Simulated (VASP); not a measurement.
# LiSi2N2 (Immm) in VASP: single point with PBE

Aim: the single point of LiSi2N2 with PBE.

All numbers are computed with VASP 6.6.1; they aren't measurements. Logs are shortened: lines on timing, memory, paths and dates and some standing lists are left out, and cuts for length are marked.

### 1 The cell of the first run

Symmetry: Immm, No. 71, orthorhombic system. Conventional cell: a = 2.909 Å, b = 3.917 Å, c = 7.811 Å, α = 90.00°, β = 90.00°, γ = 90.00°. Li (site symmetry mmm) has 4 N at 2.09 Å and 10 Si at 2.71 to 2.73 Å within 2.8 Å. Within 2.5 Å of Si (site symmetry mm2) lie 4 N at 1.91 to 1.99 Å and 1 Si at 2.34 Å. Within 2.5 Å of N (site symmetry mm2) lie 4 Si at 1.91 to 1.99 Å and 2 Li at 2.09 Å.

### 2 Single point, PBE

Contents of INCAR:

```
SYSTEM = LiSi2N2
ALGO = Normal
EDIFF = 1E-6
ENCUT = 520
GGA = PE
ISIF = 2
ISMEAR = 0
LASPH = .TRUE.
LCHARG = .FALSE.
LREAL = .FALSE.
LWAVE = .FALSE.
NBANDS = 18
NELM = 100
PREC = Accurate
SIGMA = 0.1
```

Contents of KPOINTS:

```
k-points
0
G
  8 8 8
  0 0 0
```

Contents of POSCAR:

```
LiSi2N2
1.0
   -1.4543885092      1.9587177874      3.9057404035
    1.4543885092     -1.9587177874      3.9057404035
    1.4543885092      1.9587177874     -3.9057404035
Li Si N
1 2 2
Direct
    0.5000000000      0.5000000000      0.0000000000
    0.8499229424      0.8499229424      0.0000000000
    0.1500770576      0.1500770576      0.0000000000
    0.6923911117      0.1923911117      0.5000000000
    0.3076088883      0.8076088883      0.5000000000
```

Potentials or basis: VASP PAW PBE potentials, release 64 (Li_sv, Si, N).

On the command line:

```console
cat potpaw_PBE.64/Li_sv/POTCAR potpaw_PBE.64/Si/POTCAR potpaw_PBE.64/N/POTCAR > POTCAR
mpirun -np 1 vasp_std > vasp.out
```

OUTCAR:

```text
SYSTEM = LiSi2N2
   EDIFF = 1E-6
   ENCUT = 520
   GGA = PE
   ISIF = 2
   ISMEAR = 0
   LASPH = .TRUE.
   LREAL = .FALSE.
   NELM = 100
   PREC = Accurate

 ion  position               nearest neighbor table
   1  0.500  0.500  0.000-   4 2.09   5 2.09   4 2.09   5 2.09   3 2.71   3 2.71   2 2.71   3 2.71
                             2 2.71   2 2.71   3 2.71   2 2.71   3 2.73   2 2.73
   2  0.850  0.850  0.000-   4 1.91   4 1.91   5 1.99   5 1.99   3 2.34   1 2.71   1 2.71   1 2.71
                             1 2.71   1 2.73   3 2.90   3 2.90   3 2.90   3 2.90
   3  0.150  0.150  0.000-   5 1.91   5 1.91   4 1.99   4 1.99   2 2.34   1 2.71   1 2.71   1 2.71
                             1 2.71   1 2.73   2 2.90   2 2.90   2 2.90   2 2.90
   4  0.692  0.192  0.500-   2 1.91   2 1.91   3 1.99   3 1.99   1 2.09   1 2.09
   5  0.308  0.808  0.500-   3 1.91   3 1.91   2 1.99   2 1.99   1 2.09   1 2.09

  LATTYP: Found a body centered orthorhombic cell.
 ALAT       =     2.9087770184
 B/A-ratio  =     1.3467637945
 C/A-ratio  =     2.6854862912

  Lattice vectors:

 A1 = (  -1.4543885092,   1.9587177874,   3.9057404035)
 A2 = (   1.4543885092,  -1.9587177874,   3.9057404035)
 A3 = (   1.4543885092,   1.9587177874,  -3.9057404035)

Analysis of symmetry for initial positions (statically):
=====================================================================
 Subroutine PRICEL returns:
 Original cell was already a primitive cell.

 Routine SETGRP: Setting up the symmetry group for a
 body centered orthorhombic supercell.

 Subroutine GETGRP returns: Found  8 space group operations
 (whereof  8 operations were pure point group operations)
 out of a pool of  8 trial point group operations.

The static configuration has the point symmetry D_2h.

Analysis of symmetry for dynamics (positions and initial velocities):
=====================================================================
 Subroutine PRICEL returns:
 Original cell was already a primitive cell.

 Routine SETGRP: Setting up the symmetry group for a
 body centered orthorhombic supercell.

 Subroutine GETGRP returns: Found  8 space group operations
 (whereof  8 operations were pure point group operations)
 out of a pool of  8 trial point group operations.

The dynamic configuration has the point symmetry D_2h.

 Subroutine INISYM returns: Found  8 space group operations
 (whereof  8 operations are pure point group operations),
 and found     1 'primitive' translations

----------------------------------------------------------------------------------------

                                     Primitive cell

  volume of cell :      44.5057

  direct lattice vectors                    reciprocal lattice vectors
    -1.454388509  1.958717787  3.905740403     0.000000000  0.255269035  0.128016701
     1.454388509 -1.958717787  3.905740403     0.343787095  0.000000000  0.128016701
     1.454388509  1.958717787 -3.905740403     0.343787095  0.255269035  0.000000000

  length of vectors
     4.605065624  4.605065624  4.605065624     0.285570580  0.366848527  0.428196038

  position of ions in fractional coordinates (direct lattice)
     0.500000000  0.500000000  0.000000000
     0.849922942  0.849922942  0.000000000
     0.150077058  0.150077058  0.000000000
     0.692391112  0.192391112  0.500000000
     0.307608888  0.807608888  0.500000000

  ion indices of the primitive-cell ions
   primitive index   ion index
                 1           1
                 2           2
                 3           3
                 4           4
                 5           5

----------------------------------------------------------------------------------------

 KPOINTS: k-points

Automatic generation of k-mesh.
 Grid dimensions read from file:
 generate k-points for:    8    8    8

 Generating k-lattice:

  Cartesian coordinates                     Fractional coordinates (reciprocal lattice)
     0.000000000  0.031908629  0.016002088     0.125000000 -0.000000000  0.000000000
     0.042973387  0.000000000  0.016002088     0.000000000  0.125000000  0.000000000
     0.042973387  0.031908629  0.000000000     0.000000000 -0.000000000  0.125000000

  Length of vectors
     0.035696322  0.045856066  0.053524505

  Shift w.r.t. Gamma in fractional coordinates (k-lattice)
     0.000000000  0.000000000  0.000000000

 Subroutine IBZKPT returns following result:
 ===========================================

 Found     95 irreducible k-points:

 Following reciprocal coordinates:
            Coordinates               Weight
  0.000000  0.000000  0.000000      1.000000
  0.125000  0.000000  0.000000      4.000000
  0.250000  0.000000  0.000000      4.000000
  0.375000  0.000000 -0.000000      4.000000
  0.500000  0.000000  0.000000      2.000000
  0.000000  0.125000 -0.000000      4.000000
[... 16 lines left out ...]
  0.125000  0.375000 -0.000000      8.000000
  0.250000  0.375000 -0.000000      8.000000
 [... further k-points ...]
   k-points           NKPTS =     95   k-points in BZ     NKDIM =     95   number of bands    NBANDS=     18
   number of dos      NEDOS =    301   number of ions     NIONS =      5
   total plane-waves  NPLWV =  46656
   dimension x,y,z NGX =    36 NGY =   36 NGZ =   36
   dimension x,y,z NGXF=    72 NGYF=   72 NGZF=   72
   ions per type =               1   2   2
   NGX,Y,Z   is equivalent  to a cutoff of  13.00, 13.00, 13.00 a.u.
   NGXF,Y,Z  is equivalent  to a cutoff of  25.99, 25.99, 25.99 a.u.
 SYSTEM =  LiSi2N2
   PREC   = accura    normal or accurate (medium, high low for compatibility)
   ISTART =      0    job   : 0-new  1-cont  2-samecut
   ICHARG =      2    charge: 1-file 2-atom 10-const
   ISPIN  =      1    spin polarized calculation?
   LNONCOLLINEAR =      F non collinear calculations
   LSORBIT =      F    spin-orbit coupling
   LASPH  =      T    aspherical Exc in radial PAW
   ENCUT  =  520.0 eV  38.22 Ry    6.18 a.u.   8.56  8.56  8.56*2*pi/ulx,y,z
   NELM   =    100;   NELMIN=  2; NELMDL= -5     # of ELM steps
   EDIFF  = 0.1E-05   stopping-criterion for ELM
   LREAL  =      F    real-space projection
   EDIFFG = 0.1E-04   stopping-criterion for IOM
   NSW    =      0    number of steps for IOM
   IBRION =     -1    ionic relax: 0-MD 1-quasi-New 2-CG
   NFREE  =      0    steps in history (QN), initial steepest desc. (CG)
   ISIF   =      2    stress and relaxation
   ISYM   =      2    0-nonsym 1-usesym 2-fastsym
   POTIM  = 0.5000    time-step for ionic-motion
   TEBEG  =    0.0;   TEEND  =   0.0 temperature during run
   PSTRESS=    0.0 pullay stress
   NELECT =      21.0000    total number of electrons
   NUPDOWN=      -1.0000    fix difference up-down
   EMIN   =  10.00;   EMAX   =-10.00  energy-range for DOS
   EFERMI =   0.00;   METHOD = LEGACY
   ISMEAR =     0;   SIGMA  =   0.10  broadening in eV -4-tet -1-fermi 0-gaus
   EFERMI_NEDOS =   21; number of points for ismear=-14 and -15
   IALGO  =     38    algorithm
   IMIX   =      4    mixing-type and parameters
     AMIX     =   0.40;   BMIX     =  1.00
     AMIX_MAG =   1.60;   BMIX_MAG =  1.00
  volume/ion in A,a.u.               =       8.90        60.07
  Fermi-wavevector in a.u.,A,eV,Ry     =   1.274508  2.408472 22.100919  1.624372
  Thomas-Fermi vector in A             =   2.407272
   LORBIT       =      0    0 simple, 1 ext, 2 COOP (PROOUT), +10 PAW based schemes
   GGA     = PE    functional components
   LHFCALC =     F    Hartree Fock is set to
   AEXX    =    0.0000 exact exchange contribution
   IVDW    =     0    specifies the selected vdW correction
   LEPSILON=     F    determine dielectric tensor
   LRPA    =     F    only Hartree local field effects (RPA)
 non-spin polarized calculation
 Gauss-broadening in eV      SIGMA  =   0.10
  energy-cutoff  :      520.00
  volume of cell :       44.51
 maximum number of plane-waves:      1225
 NGX is ok and might be reduce to    36
   NGX = 17   NGY = 17   NGZ = 17

 number of electron      20.9999999 magnetization

 Free energy of the ion-electron system (eV)
  ---------------------------------------------------
  ext. energy  EPLUGINS =         0.00000000
  ---------------------------------------------------
  free energy    TOTEN  =       -31.30550152 eV

  energy without entropy =      -31.30154873  energy(sigma->0) =      -31.30352512

 E-fermi :  11.4189     XC(G=0): -11.7079

 val. band max:       11.4050767559   @ k =   0.1250   0.1250   0.1250
 cond. band min:      11.4238930645   @ k =   0.3750   0.1250   0.1250
 fundamental gap:      0.0188163086
 Fermi energy:        11.4188621520

 k-point     1 :       0.0000    0.0000    0.0000
  band No.  band energies     occupation
      1     -36.0735      2.00000
      2      -9.5990      2.00000
      3      -4.7127      2.00000
      4       0.8220      2.00000
      5       2.1497      2.00000
      6       2.7805      2.00000
[... 10 lines left out ...]
     17      20.2181      0.00000
     18      21.3835      0.00000

 k-point     2 :       0.1250    0.0000    0.0000
  band No.  band energies     occupation
      1     -36.0733      2.00000
      2      -9.4719      2.00000
      3      -5.0278      2.00000
      4       0.6129      2.00000
      5       2.1952      2.00000
      6       3.1535      2.00000
[... 10 lines left out ...]
     17      20.6179      0.00000
     18      21.0072      0.00000

 k-point     3 :       0.2500    0.0000    0.0000
  band No.  band energies     occupation
      1     -36.0730      2.00000
      2      -9.0963      2.00000
      3      -5.8028      2.00000
      4       0.1636      2.00000
      5       2.1615      2.00000
      6       3.3526      2.00000
[... 412 lines left out ...]
 k-point    23 :       0.1250    0.3750   -0.0000
  band No.  band energies     occupation
      1     -36.0603      2.00000
      2      -7.6911      2.00000
      3      -5.6608      2.00000
      4       0.6984      2.00000
      5       1.5611      2.00000
      6       2.4721      2.00000
[... 10 lines left out ...]
     17      19.6368      0.00000
     18      20.7701      0.00000

 k-point    24 :       0.2500    0.3750   -0.0000
  band No.  band energies     occupation
      1     -36.0601      2.00000
      2      -7.3527      2.00000
      3      -5.8294      2.00000
      4      -0.3608      2.00000
      5       1.4232      2.00000
      6       1.7398      2.00000
[... 10 lines left out ...]
     17      19.3086      0.00000
     18      19.7716      0.00000

 [... further k-points ...]

------------------------ aborting loop because EDIFF is reached ----------------------------------------

  FORCE on cell =-STRESS in cart. coord.  units (eV):
  Direction    XX          YY          ZZ          XY          YZ          ZX
  --------------------------------------------------------------------------------------
  -------------------------------------------------------------------------------------
  Total        0.1869561      0.0880433     -0.1519930      0.0000000      0.0000000      0.0000000
  in kB        6.7303032      3.1695038     -5.4716517      0.0000000      0.0000000      0.0000000
  external PRESSURE =       1.4760518 kB  Pullay stress =       0.0000000 kB

 VOLUME and BASIS-vectors are now :
 -----------------------------------------------------------------------------
  energy-cutoff  :      520.00
  volume of cell :       44.51
      direct lattice vectors                 reciprocal lattice vectors
    -1.454388509  1.958717787  3.905740403     0.000000000  0.255269035  0.128016701
     1.454388509 -1.958717787  3.905740403     0.343787095  0.000000000  0.128016701
     1.454388509  1.958717787 -3.905740403     0.343787095  0.255269035  0.000000000

 POSITION                                       TOTAL-FORCE (eV/Angst)
 -----------------------------------------------------------------------------------
      0.00000      0.00000      3.90574         0.000000     -0.000000      0.000000
      0.00000      0.00000      6.63916         0.000000     -0.000000      0.001238
      0.00000      0.00000      1.17232         0.000000     -0.000000     -0.001238
      0.00000      1.95872      1.50286        -0.000000      0.000000      0.008540
      1.45439     -0.00000      2.40288        -0.000000      0.000000     -0.008540
 -----------------------------------------------------------------------------------
    total drift:                                0.000000      0.000000     -0.000000

  FREE ENERGIE OF THE ION-ELECTRON SYSTEM (eV)
  ---------------------------------------------------
  free  energy   TOTEN  =       -31.3055015172 eV

  energy  without entropy=      -31.3015487273  energy(sigma->0) =      -31.30352512
```

It took 37 s on 1 thread of Intel Xeon 6975P-C (Granite Rapids), shared host; peak memory 0.23 GiB.

Results:

```yaml
Free_energy: -31.3055 eV
Largest_force: 0.009 eV/Å
```

Forces in eV/Å, atoms in the order of the input:
```
Li   0.000  0.000  0.000
Si   0.000  0.000  0.001
Si   0.000  0.000 -0.001
N    0.000  0.000  0.009
N    0.000  0.000 -0.009
```

Levels at points of the mesh, in eV from the Fermi level:
```tsv
k point	band 7	band 8	band 9	band 10	band 11	band 12	band 13	band 14
(0.00, 0.00, 0.00)	-6.76	-6.56	-6.10	-3.75	0.45	1.43	3.01	3.73
(0.50, 0.00, 0.00)	-5.57	-5.42	-5.26	-5.12	1.23	2.65	3.64	4.17
(0.00, 0.50, 0.00)	-8.14	-7.74	-6.99	-3.76	-1.53	2.09	2.09	2.54
(0.50, 0.50, 0.00)	-7.15	-6.39	-4.95	-3.02	-2.82	2.80	3.64	3.93
(0.50, 0.50, 0.50)	-5.50	-4.71	-3.53	-3.26	0.38	0.79	1.64	5.62
```

Caveat: the cutoff is under 1.25 times the usual one of these potentials, so pressure, stress and relaxed cells hold a basis-set (Pulay) error.
